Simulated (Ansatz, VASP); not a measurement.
One calculation of ZnCu, two programs

```
Zn Cu
1.0
     2.93325    0.00000    0.00000
     0.00000    2.93325    0.00000
     0.00000    0.00000    2.93325
Zn Cu
1 1
Direct
  0.50000 0.50000 0.50000
  0.00000 0.00000 0.00000
```

Alike in both runs: task single point; functional PBE; k mesh 14 × 14 × 14; occupations gaussian, width 0.1 eV; no spin polarisation.

|  | VASP | Ansatz |
| --- | --- | --- |
| version | VASP 6.6.1 | Ansatz 0.2.0 |
| potentials or method | VASP PAW PBE potentials, release 64 (Zn, Cu), cutoff 520 eV | scalar-relativistic, plane waves, PAW |
| valence electrons in the cell | 23 | 31 |

|  | VASP | Ansatz | Ansatz less VASP |
| --- | --- | --- | --- |
| gap on the k mesh at the Fermi level (eV) | none | none | - |
| pressure (GPa) | 4.4 | 3.8 | -0.56 |

A gap of «none» marks a metal or a gap that the smearing closes. VASP's potentials hold 23 valence electrons a cell and Ansatz's 31, so a difference there can come from the potentials and not from the codes.
